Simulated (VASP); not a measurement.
BN, 2 atoms in the cell. The structure is cubic, space group F-43m (No. 216). Conventional cell: a = 3.626 Å, b = 3.626 Å, c = 3.626 Å, α = 90.00°, β = 90.00°, γ = 90.00°. N (site symmetry -43m) has 4 B at 1.57 Å within 2.1 Å. B (site symmetry -43m) has 4 N at 1.57 Å within 2.1 Å. 

* Program: VASP 6.6.1
* Task: single point
* Functional: BLYP
* Dispersion: D3(BJ)
* Potentials or basis: VASP PAW PBE potentials, release 64 (N, B)
* Cutoff: 520 eV
* k mesh: 13 × 13 × 13
* Occupations: fermi-dirac, width 0.15 eV
* Spin: no spin polarisation
* Dipole correction: no
* Further INCAR settings: ALGO = Normal; EDIFF = 1e-06; NBANDS = 11

Potentials or basis: VASP PAW PBE potentials, release 64 (N, B).

Run with:

```console
$ cat potpaw_PBE.64/N/POTCAR potpaw_PBE.64/B/POTCAR > POTCAR
$ mpirun -np 1 vasp_std > vasp.out
```

Hardware: 1 thread of Intel(R) Xeon(R) 6975P-C (Granite Rapids) (shared host).

Problem. How long does it take, and how much memory?

Solution. Run time: 7.7 s on 1 thread of Intel(R) Xeon(R) 6975P-C (Granite Rapids), with other jobs on the host, peak memory 0.13 GiB. Counts: scf iterations 12, k points 84.
